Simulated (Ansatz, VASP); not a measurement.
# TiAl3 in VASP and in Ansatz

```xyz
4
Lattice="3.9795 0.0000 0.0000 0.0000 3.9795 0.0000 0.0000 0.0000 3.9795" Properties=species:S:1:pos:R:3 pbc="T T T"
Ti    0.0000    0.0000    0.0000
Al    1.9898    1.9898    0.0000
Al    1.9898    0.0000    1.9898
Al    0.0000    1.9898    1.9898
```

Alike in both runs: functional PBE; k mesh 10 × 10 × 10; occupations gaussian, width 0.1 eV; no spin polarisation.

Ansatz relaxed the structure, and its values are those at the end. VASP's run is a single point on that final structure, the one shown.

|  | VASP | Ansatz |
| --- | --- | --- |
| version | VASP 6.6.1 | Ansatz 0.2.0 |
| potentials or method | VASP PAW PBE potentials, release 64 (Ti_sv, Al), cutoff 520 eV | scalar-relativistic, plane waves, PAW |
| valence electrons in the cell | 21 | 21 |

```csv
,VASP,Ansatz,Ansatz less VASP
gap on the k mesh at the Fermi level (eV),none,none,-
pressure (GPa),-0.1,0.0,+0.07
```

A gap of «none» marks a metal or a gap that the smearing closes.
